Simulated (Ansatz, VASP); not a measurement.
## Two plane-wave programs on InSb3

```
In Sb
1.0
     4.68603    0.00000    0.00000
     0.00000    4.68603    0.00000
     0.00000    0.00000    4.68603
In Sb
1 3
Direct
  0.00000 0.00000 0.00000
  0.50000 0.00000 0.50000
  0.00000 0.50000 0.50000
  0.50000 0.50000 0.00000
```

Alike in both runs: task single point; functional PBEsol; k mesh 10 × 10 × 10; occupations gaussian, width 0.15 eV; no spin polarisation.

|  | VASP | Ansatz |
| --- | --- | --- |
| version | VASP 6.6.1 | Ansatz 0.2.0 |
| potentials or method | VASP PAW PBE potentials, release 64 (In_d, Sb), cutoff 520 eV | scalar-relativistic, plane waves, PAW |
| valence electrons in the cell | 28 | 58 |

|  | VASP | Ansatz | Ansatz less VASP |
| --- | --- | --- | --- |
| gap on the k mesh at the Fermi level (eV) | none | none | - |
| pressure (GPa) | 1.7 | 1.7 | -0.01 |

VASP's potentials were made for PBE, not for PBEsol, and Ansatz warns of the same on its side. A gap of «none» marks a metal or a gap that the smearing closes. The functional is the same, so the differences come from potentials, cutoffs and numerics. VASP's potentials hold 28 valence electrons a cell and Ansatz's 58, so a difference there can come from the potentials and not from the codes.

Neither program's run includes spin-orbit coupling.
